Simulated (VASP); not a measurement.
Input of a VASP 6.6.1 run:

Contents of INCAR:

```
PREC = Accurate ; ENCUT = 600
EDIFF = 1E-6 ; ISMEAR = 0
SIGMA = 0.1 ; LREAL = F
LASPH = T ; NELM = 60
ALGO = Normal ; ISIF = 3
LWAVE = F ; LCHARG = F
GGA = PE ; IBRION = 2
NSW = 100 ; EDIFFG = -0.01
```

File KPOINTS:

```
regular mesh
0
Gamma
  10 10 10
```

POSCAR

```
HfHF3
1.0
    4.0998732122      0.0000000000      0.0000000000
    0.0000000000      4.0998732122      0.0000000000
    0.0000000000      0.0000000000      4.0998732122
Hf H F
1 1 3
Direct
    0.0000000000      0.0000000000      0.0000000000
    0.5000000000      0.5000000000      0.5000000000
    0.5000000000      0.0000000000      0.0000000000
    0.0000000000      0.5000000000      0.0000000000
    0.0000000000      0.0000000000      0.5000000000
```

Potentials or basis: VASP PAW PBE potentials, release 64 (Hf_pv, H, F).

Command:

```console
$ cat potpaw_PBE.64/Hf_pv/POTCAR potpaw_PBE.64/H/POTCAR potpaw_PBE.64/F/POTCAR > POTCAR
$ mpirun -np 1 vasp_std > vasp.out
```

(1) Estimate the space group after relaxing (to 0.05 Å).

(2) What does it give for the relaxed cell?

(3) Predict the band gap on the k mesh.

(4) Estimate the relaxed volume.

Results:

(1) Pm-3m (No. 221).

(2) a = 4.073 Å, b = 4.073 Å, c = 4.073 Å, α = 90.00°, β = 90.00°, γ = 90.00°.

(3) zero (band 16 reaches 2.57 eV, above the bottom of band 17 at 2.38 eV).

(4) 13.52 Å³/atom.

Caveat: spin-orbit coupling is left out, which moves the levels of the heavy elements.
